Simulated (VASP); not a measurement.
## C: single point with PBE

The system is C.

```
CELL_PARAMETERS angstrom
0.00000 1.75927 1.75927
1.75927 0.00000 1.75927
1.75927 1.75927 0.00000
ATOMIC_POSITIONS crystal
C 0.75000 0.75000 0.75000
C 0.50000 0.50000 0.50000
```

```
Program                : VASP 6.6.1
Task                   : single point
Functional             : PBE
Potentials or basis    : VASP PAW PBE potentials, release 64 (C)
Cutoff                 : 520 eV
k mesh                 : 13 × 13 × 13
Occupations            : fermi-dirac, width 0.05 eV
Spin                   : no spin polarisation
Dipole correction      : no
Further INCAR settings : ALGO = Normal; EDIFF = 1e-06; NBANDS = 11
```

| Property | Result |
| --- | --- |
| Pressure | 22.0 GPa |
| Band gap on the k mesh | 4.23 eV, indirect (least direct gap 5.70 eV) |

Levels at points of the mesh, in eV from the valence-band top:
```csv
k point,band 2,band 3,band 4,band 5,band 6,band 7
"(0.00, 0.00, 0.00)",0.00,0.00,0.00,5.70,5.70,5.70
```

Wall time 11 s on 1 thread of AMD EPYC 7R43 64-Core Processor (Zen 3), with other jobs on the host, peak memory 0.08 GiB.

A k mesh can miss the band edges. Expect the measured gap to be larger: semilocal functionals such as PBE lack the derivative discontinuity.
